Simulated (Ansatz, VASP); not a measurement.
**TiO in VASP and in Ansatz**

The input POSCAR:

```
TiO
1.0
    4.9890877720      0.0000000000      0.0000000000
   -2.4945438860      4.3206767523      0.0000000000
    0.0000000000      0.0000000000      2.8733134400
Ti O
3 3
Direct
    0.6666666667      0.3333333333      0.5000000000
    0.3333333333      0.6666666667      0.5000000000
    0.0000000000      0.0000000000      0.0000000000
    0.6055592400      0.6055592400      0.0000000000
    0.3944407600      0.0000000000      0.0000000000
    0.0000000000      0.3944407600      0.0000000000
```

File INCAR.step1:

```
SYSTEM = TiO
PREC = Accurate
ENCUT = 520
ISMEAR = 1
SIGMA = 0.02
LREAL = .False.
LASPH = .True.
NELM = 100
NBANDS = 36
GGA = PE
ALGO = Normal
EDIFF = 1E-4
LWAVE = .True.
LCHARG = .False.
```

File INCAR.step2:

```
SYSTEM = TiO
PREC = Accurate
ENCUT = 520
EDIFF = 1E-7
ISMEAR = 1
SIGMA = 0.02
LREAL = .False.
LASPH = .True.
NELM = 100
ALGO = Normal
ISIF = 2
LWAVE = .False.
LCHARG = .True.
METAGGA = R2SCAN
LMIXTAU = .True.
LELF = .True.
LVHAR = .True.
NBANDS = 36
ISTART = 1
```

Contents of KPOINTS:

```
regular mesh
0
Gamma
  12 12 12
  0 0 0
```

Input for Ansatz:

```yaml
crystal:
  lattice:
    - [4.989087772, 0.0, 0.0]
    - [-2.494543886, 4.3206767523, 0.0]
    - [0.0, 0.0, 2.87331344]
  atoms:
    - { symbol: Ti, position: [0.6666666667, 0.3333333333, 0.5] }
    - { symbol: Ti, position: [0.3333333333, 0.6666666667, 0.5] }
    - { symbol: Ti, position: [0.0, 0.0, 0.0] }
    - { symbol: O, position: [0.60555924, 0.60555924, 0.0] }
    - { symbol: O, position: [0.39444076, 0.0, 0.0] }
    - { symbol: O, position: [0.0, 0.39444076, 0.0] }
basis:
  ecutwfc: 500
kpoints:
  mp_grid: { grid: [12, 12, 12] }
hamiltonian:
  xc: r2scan
scf:
  occupations: { method: methfessel_paxton, width: 0.02 }
output:
  forces: true
  stress: true
  eigenvalues: true
```

Alike in both runs: task single point; functional r2SCAN; k mesh 12 × 12 × 12; occupations methfessel-paxton of order 1, width 0.02 eV; no spin polarisation.

|  | VASP | Ansatz |
| --- | --- | --- |
| version | VASP 6.6.1 | Ansatz 0.2.0 |
| potentials or method | VASP PAW PBE potentials, release 64 (Ti_sv, O), cutoff 520 eV | scalar-relativistic, plane waves, PAW |
| valence electrons in the cell | 54 | 54 |

VASP gave:

| Property | Result |
| --- | --- |
| gap on the k mesh at the Fermi level (eV) | none |
| pressure (GPa) | 0.0 |
| traceless stress, the component that is largest in VASP (GPa) | -0.17 |
| rms of the force components (eV/Å) | 0.003 |

Task: Estimate Ansatz's values.

Result: gap on the k mesh at the Fermi level (eV): none; pressure (GPa): -1.5; traceless stress, the component that is largest in VASP (GPa): -0.18; rms of the force components (eV/Å): 0.014.

VASP's potentials were made for PBE, not for r2SCAN. Atom by atom the forces differ by 0.011 eV/Å (rms over components). A gap of «none» marks a metal or a gap that the smearing closes. With one functional, cell and mesh, what is left measures potentials, basis and numerics.
